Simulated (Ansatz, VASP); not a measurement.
# Ag in VASP and in Ansatz

```xyz
1
Lattice="0.0000 2.1197 2.0431 2.1197 0.0000 2.0431 2.1197 2.1197 0.0000" Properties=species:S:1:pos:R:3 pbc="T T T"
Ag    0.0000    0.0000    0.0000
```

Change from the starting cell: strain +0.0375 x Voigt [1, 1, 0, 0, 0, 0], atoms carried along.

Alike in both runs: task single point; functional PBEsol; k mesh 20 × 20 × 20; occupations gaussian, width 0.15 eV; no spin polarisation.

```csv
,VASP,Ansatz
version,VASP 6.6.1,Ansatz 0.2.0
potentials or method,"VASP PAW PBE potentials, release 64 (Ag), cutoff 520 eV","scalar-relativistic, plane waves, PAW"
valence electrons in the cell,11,19
```

Ansatz gave:

```
gap on the k mesh at the Fermi level (eV)                     : none
pressure (GPa)                                                : -8.7
traceless stress, the component that is largest in VASP (GPa) : 0.67
```

Which values does VASP return?

gap on the k mesh at the Fermi level (eV): none; pressure (GPa): -8.8; traceless stress, the component that is largest in VASP (GPa): 0.67.

VASP's potentials were made for PBE, not for PBEsol. A gap of «none» marks a metal or a gap that the smearing closes. VASP's potentials hold 11 valence electrons a cell and Ansatz's 19, so a difference there can come from the potentials and not from the codes.
